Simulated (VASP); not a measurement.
Set up this calculation in VASP 6.6.1, as the native input.

```yaml
Task: single point
Functional: PBE
Potentials_or_basis: VASP PAW PBE potentials, release 64 (Sn_d, Pb_d, S)
Cutoff: 520 eV
k_mesh: 6 × 6 × 6
Occupations: gaussian, width 0.1 eV
Spin: no spin polarisation
Dipole_correction: no
Further_INCAR_settings: ALGO = Normal; EDIFF = 1e-06; NBANDS = 50
```

The structure of SnPb3S4 lies in POSCAR:

```
SnPb3S4
1.0
    5.9732223000      0.0000000000      0.0000000000
    0.0000000000      5.9732223000      0.0000000000
    0.0000000000      0.0000000000      5.9732223000
Sn Pb S
1 3 4
Direct
    0.0000000000      0.0000000000      0.0000000000
    0.5000000000      0.5000000000      0.0000000000
    0.0000000000      0.5000000000      0.5000000000
    0.5000000000      0.0000000000      0.5000000000
    0.0000000000      0.0000000000      0.5000000000
    0.5000000000      0.0000000000      0.0000000000
    0.0000000000      0.5000000000      0.0000000000
    0.5000000000      0.5000000000      0.5000000000
```

These files were run (other wordings do the same):

INCAR

```
ALGO     = Normal         # electronic algorithm
EDIFF    = 1E-6           # SCF threshold, eV
ENCUT    = 520            # plane-wave cutoff, eV
GGA      = PE             # functional
ISIF     = 2              # what is computed and relaxed
ISMEAR   = 0              # smearing method
LASPH    = T              # aspherical terms in the spheres
LCHARG   = T              # write CHGCAR
LELF     = T              # ELF
LREAL    = F              # projectors in reciprocal space
LVHAR    = T            
LWAVE    = F              # write WAVECAR
NBANDS   = 50             # bands
NELM     = 100            # most SCF steps
PREC     = Accurate       # precision mode
SIGMA    = 0.1            # smearing width, eV
```

KPOINTS

```
k-points
0
Gamma
  6 6 6
```

Potentials or basis: VASP PAW PBE potentials, release 64 (Sn_d, Pb_d, S).

Launch:

```sh
$ cat potpaw_PBE.64/Sn_d/POTCAR potpaw_PBE.64/Pb_d/POTCAR potpaw_PBE.64/S/POTCAR > POTCAR
$ mpirun -np 1 vasp_std > vasp.out
```

It gave:

```json
{
 "Pressure": "-0.1 GPa",
 "Band gap on the k mesh": "zero (filled and empty bands touch)"
}
```

Caveat: semilocal functionals underestimate gaps, so a narrow gap can read as zero; spin-orbit coupling is left out, which moves the levels of the heavy elements.

Run time: 98 s on 1 thread of Intel(R) Xeon(R) 6975P-C (Granite Rapids), on a shared host, peak memory 0.43 GiB.
